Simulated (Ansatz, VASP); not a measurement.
**One calculation of Cu, two programs**

```
Cu
1.0
     2.46611    0.00000    0.00000
    -1.23305    2.13571    0.00000
     0.00000    0.00000    8.67714
Cu
4
Direct
  0.00000 0.00000 0.00000
  0.33333 0.66667 0.25000
  0.00000 0.00000 0.50000
  0.66667 0.33333 0.75000
```

Change from the starting cell: strain -0.025 along x and y, +0.050 along z, atoms carried along.

Alike in both runs: task single point; functional r2SCAN; k mesh 24 × 24 × 6; occupations gaussian, width 0.15 eV; no spin polarisation.

```csv
,VASP,Ansatz
version,VASP 6.6.1,Ansatz 0.2.0
potentials or method,"VASP PAW PBE potentials, release 64 (Cu), cutoff 520 eV","scalar-relativistic, plane waves, PAW"
valence electrons in the cell,44,76
```

|  | VASP | Ansatz | Ansatz less VASP |
| --- | --- | --- | --- |
| gap on the k mesh at the Fermi level (eV) | none | none | - |
| pressure (GPa) | 1.9 | 1.3 | -0.59 |
| traceless stress, the component that is largest in VASP (GPa) | -9.74 | -9.61 | +0.127 |

VASP's potentials were made for PBE, not for r2SCAN. A gap of «none» marks a metal or a gap that the smearing closes. VASP's potentials hold 44 valence electrons a cell and Ansatz's 76, so a difference there can come from the potentials and not from the codes.
